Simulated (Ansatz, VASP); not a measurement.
# Ti3Al: VASP beside Ansatz

```
CELL_PARAMETERS angstrom
2.90764 0.00000 0.00000
-1.45382 2.51809 0.00000
0.00000 0.00000 8.62260
ATOMIC_POSITIONS crystal
Ti 0.66667 0.33333 0.00000
Ti 0.33333 0.66667 0.75046
Ti 0.33333 0.66667 0.24954
Al 0.66667 0.33333 0.50000
```

Alike in both runs: task single point; functional PBE; k mesh 18 × 18 × 6; occupations gaussian, width 0.15 eV; no spin polarisation.

|  | VASP | Ansatz |
| --- | --- | --- |
| version | VASP 6.6.1 | Ansatz 0.2.0 |
| potentials or method | VASP PAW PBE potentials, release 64 (Ti_sv, Al), cutoff 520 eV | scalar-relativistic, plane waves, PAW |
| valence electrons in the cell | 39 | 39 |

```tsv
	VASP	Ansatz	Ansatz less VASP
gap on the k mesh at the Fermi level (eV)	none	none	-
pressure (GPa)	11.2	11.4	+0.27
traceless stress, the component that is largest in VASP (GPa)	8.18	8.16	-0.019
rms of the force components (eV/Å)	0.027	0.022	-0.0048
```

Atom by atom the forces differ by 0.005 eV/Å (rms over components). A gap of «none» marks a metal or a gap that the smearing closes. With one functional, cell and mesh, what is left measures potentials, basis and numerics.
